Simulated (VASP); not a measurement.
Write the native input for VASP 6.6.1 that does the following.

| Property | Result |
| --- | --- |
| Task | relaxation of the atoms |
| Functional | PBE |
| Potentials or basis | VASP PAW PBE potentials, release 64 (Si, C) |
| Cutoff | 520 eV |
| k mesh | 9 × 9 × 9 |
| Occupations | gaussian, width 0.02 eV |
| Spin | no spin polarisation |
| Dipole correction | no |
| Further INCAR settings | ALGO = Normal; EDIFF = 1e-07; IBRION = 2; EDIFFG = -0.002; NSW = 60 |

The structure of SiC lies in POSCAR:

```
SiC
1.0
   -0.0172964090      2.1944745517      2.1944745517
    2.1944745517     -0.0172964090      2.1944745517
    2.1944745517      2.1944745517     -0.0172964090
Si C
1 1
Direct
   -0.0000490319     -0.0000490319     -0.0000490319
    0.2500490319      0.2500490319      0.2500490319
```

This cell differs from its parent crystal: strained cell.

The input as run:

INCAR

```
SYSTEM = SiC
PREC     = Accurate       ! precision mode
ENCUT    = 520            ! plane-wave cutoff, eV
EDIFF    = 1E-7           ! SCF threshold, eV
ISMEAR   = 0              ! smearing method
SIGMA    = 0.02           ! smearing width, eV
LREAL    = .FALSE.        ! projectors in reciprocal space
LASPH    = .TRUE.         ! aspherical terms in the spheres
NELM     = 120            ! most SCF steps
ALGO     = Normal         ! electronic algorithm
ISIF     = 2              ! what is computed and relaxed
LWAVE    = .FALSE.        ! write WAVECAR
LCHARG   = .FALSE.        ! write CHGCAR
GGA      = PE             ! functional
IBRION   = 2              ! ionic algorithm
NSW      = 60             ! ionic steps
EDIFFG   = -0.002         ! ionic threshold
GGA_COMPAT= .FALSE.      
NELMIN   = 4
```

KPOINTS

```
Automatic mesh
0
G
  9 9 9
  0 0 0
```

Potentials or basis: VASP PAW PBE potentials, release 64 (Si, C).

Launch:

```sh
$ cat potpaw_PBE.64/Si/POTCAR potpaw_PBE.64/C/POTCAR > POTCAR
$ mpirun -np 1 vasp_std > vasp.out
```

Results of the run:

```yaml
Energy_gained_by_relaxing: 0.1 meV/atom
Ionic_steps: 3
Pressure_after_relaxing: -3.7 GPa
Band_gap_on_the_k_mesh: 1.45 eV (least direct gap 4.51 eV)
```

Caveat: the cell differs from its parent crystal (strained cell); an odd mesh through Γ misses points on the zone boundary, where band edges can lie.

Wall time 11 s on 1 thread of Intel(R) Xeon(R) Platinum 8488C (Sapphire Rapids) (shared host), peak memory 0.14 GiB.
